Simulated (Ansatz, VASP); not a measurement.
**Sn in VASP and in Ansatz**

The input INCAR:

```
SYSTEM = Sn
PREC = Accurate
ENCUT = 520
EDIFF = 1E-8
ISMEAR = -1
SIGMA = 0.05
LREAL = .False.
LASPH = .True.
NELM = 100
ALGO = Normal
ISIF = 2
LWAVE = .False.
LCHARG = .False.
LEFG = .True.
NBANDS = 21
```

File KPOINTS:

```
regular mesh
0
Gamma
  15 15 15
  0 0 0
```

POSCAR

```
Sn
1.0
   -2.9158500000      2.9158500000      1.5906500000
    2.9158500000     -2.9158500000      1.5906500000
    2.9158500000      2.9158500000     -1.5906500000
Sn
2
Direct
    0.0000000000      0.0000000000      0.0000000000
    0.7500000000      0.2500000000      0.5000000000
```

Input for Ansatz:

```yaml
crystal:
  lattice:
    - [-2.91585, 2.91585, 1.59065]
    - [2.91585, -2.91585, 1.59065]
    - [2.91585, 2.91585, -1.59065]
  atoms:
    - { symbol: Sn, position: [0.0, 0.0, 0.0] }
    - { symbol: Sn, position: [0.75, 0.25, 0.5] }
kpoints:
  mp_grid: { grid: [15, 15, 15] }
  band_path:
    path:
      - [0.0, 0.0, 0.0]
      - [0.0, 0.0, 0.5]
      - [-0.5, 0.5, 0.5]
      - [0.0, 0.0, 0.0]
      - [0.3243975974, 0.3243975974, -0.3243975974]
      - [-0.3243975974, 0.6756024026, 0.3243975974]
      - [-0.5, 0.5, 0.5]
      - [0.0, 0.0, 0.5]
      - [0.25, 0.25, 0.25]
    npoints: 14
scf:
  occupations: { method: fermi_dirac, width: 0.05 }
hamiltonian:
  xc: lda
  pseudopotentials: { kind: paw }
output:
  forces: true
  stress: true
  eigenvalues: true
  efg: { contact_densities: true }
  populations: true
  bader: true
  dos: { projected: true, de: 0.2, e_range: [-14, 8] }
  write_density: true
  write_potential: true
  elf: true
  volumetric_format: npy
```

Alike in both runs: task electric field gradients; functional LDA; k mesh 15 × 15 × 15; occupations fermi-dirac, width 0.05 eV; no spin polarisation.

|  | VASP | Ansatz |
| --- | --- | --- |
| version | VASP 6.6.1 | Ansatz 0.2.0 |
| potentials or method | VASP PAW LDA potentials, release 64 (Sn_d) | PAW with Ansatz's default frozen-core files, scalar-relativistic |
| plane-wave cutoff (eV) | 520 | 420 |
| valence electrons in the cell | 28 | 28 |

Ansatz gave:

| Item | Value |
| --- | --- |
| pressure (GPa) | -1.8 |
| traceless stress, the component that is largest in VASP (GPa) | -0.65 |
| size of Vzz on the site where it differs most (V/Å²) | 45.1 |

**Question.** Estimate VASP's values.

**Answer.** Pressure (GPa): -1.8; traceless stress, the component that is largest in VASP (GPa): -0.64; size of Vzz on the site where it differs most (V/Å²): 45.0.

LDA's correlation is that of Perdew and Zunger in VASP and of Perdew and Wang (1992) in Ansatz.
